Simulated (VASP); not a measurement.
Here is a VASP 6.6.1 calculation.

File INCAR:

```
SYSTEM = TePb
PREC = Accurate
ENCUT = 520
EDIFF = 1E-6
ISMEAR = -1
SIGMA = 0.02
LREAL = .False.
LASPH = .True.
NELM = 100
ALGO = Normal
ISIF = 2
LWAVE = .False.
LCHARG = .False.
GGA = PE
NBANDS = 17
```

KPOINTS

```
Automatic mesh
0
Gamma
  9 9 9
  0 0 0
```

POSCAR

```
TePb
1.0
    0.0000000000      3.2835710024      3.2835710024
    3.2835710024      0.0000000000      3.2835710024
    3.2835710024      3.2835710024      0.0000000000
Pb Te
1 1
Direct
    0.0000000000      0.0000000000      0.0000000000
    0.5000000000      0.5000000000      0.5000000000
```

Potentials or basis: VASP PAW PBE potentials, release 64 (Pb_d, Te).

Command:

```sh
$ cat potpaw_PBE.64/Pb_d/POTCAR potpaw_PBE.64/Te/POTCAR > POTCAR
$ mpirun -np 1 vasp_std > vasp.out
```

(1) What does it give for the pressure?

Answers

(1) 0.0 GPa.
